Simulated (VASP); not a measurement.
Set up this calculation in VASP 6.6.1, as the native input.

* Task: single point
* Functional: BLYP
* Potentials or basis: VASP PAW PBE potentials, release 64 (Mn_pv)
* Cutoff: 520 eV
* k mesh: 16 × 16 × 9
* Occupations: fermi-dirac, width 0.1 eV
* Spin: no spin polarisation
* Dipole correction: no
* Further INCAR settings: ALGO = Normal; EDIFF = 1e-06; NBANDS = 20

The structure of Mn lies in POSCAR:

```
Mn
1.0
    2.5819297595      0.0000000000      0.0000000000
   -1.2909648797      2.2360167625      0.0000000000
    0.0000000000      0.0000000000      4.1579129175
Mn
2
Direct
    0.3333333333      0.6666666667      0.2500000000
    0.6666666667      0.3333333333      0.7500000000
```

This cell differs from its parent crystal: volume scaled by 1.08.

The input as run:

INCAR

```
  AGGAC = 1.0
  AGGAX = 1.0
  ALDAC = 0.0
  ALDAX = 1.0
  ALGO = Normal
  EDIFF = 1E-6
  ENCUT = 520
  GGA = B5
  ISIF = 2
  ISMEAR = -1
  LASPH = True
  LCHARG = False
  LREAL = False
  LWAVE = False
  NBANDS = 20
  NELM = 80
  PREC = Accurate
  SIGMA = 0.1
```

KPOINTS

```
k-points
0
Gamma
  16 16 9
```

Potentials or basis: VASP PAW PBE potentials, release 64 (Mn_pv).

The run is started by

```sh
$ cat potpaw_PBE.64/Mn_pv/POTCAR > POTCAR
$ mpirun -np 1 vasp_std > vasp.out
```

Results of the run:

| Item | Value |
| --- | --- |
| Pressure | -16.2 GPa |
| Band gap on the k mesh | zero (band 13 reaches 10.19 eV, above the bottom of band 14 at 8.52 eV) |

Caveat: the PAW data sets were made with another functional, which shifts forces and pressure a little; the run has no spin polarisation, though such a crystal can be magnetic.

It used 63 s of CPU time on 1 thread of AMD EPYC 7R13 Processor (Zen 3), on a shared host.
